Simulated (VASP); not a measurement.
Runs of VASP 6.6.1 on BeMo. The structure is that of space group Fm-3m (No. 225), or close to it. The cells are those of the table. 

```tsv
task	cell	k mesh	cutoff (eV)	gap on the mesh (eV)	pressure (GPa)
single point	a = 3.176 Å, angles 60.0°, 2 atoms	8 × 8 × 8	520	none	17.3
relaxation of cell and atoms	relaxed from a = 3.176 Å, angles 60.0°, 2 atoms	6 × 6 × 6	600	none	-0.2
single point	a = 3.260 Å, angles 60.0°, 2 atoms	20 × 20 × 20	520	none	0.3
single point	a = 3.262 Å, angles 60.0°, 2 atoms	6 × 6 × 6	520	none	(a)
```

Alike in all rows: level PBE; potentials or basis VASP PAW PBE potentials, release 64 (Be, Mo_sv); no spin polarisation; smearing gaussian 0.1 eV.

Question: Fill in the values left out.

Answer: (a) 0.2.

Caveats: some runs use coarse meshes.

A k mesh can miss the band edges, and the runs leave out spin-orbit coupling on Mo.

A gap of «none» marks levels without a gap at the run's occupations.
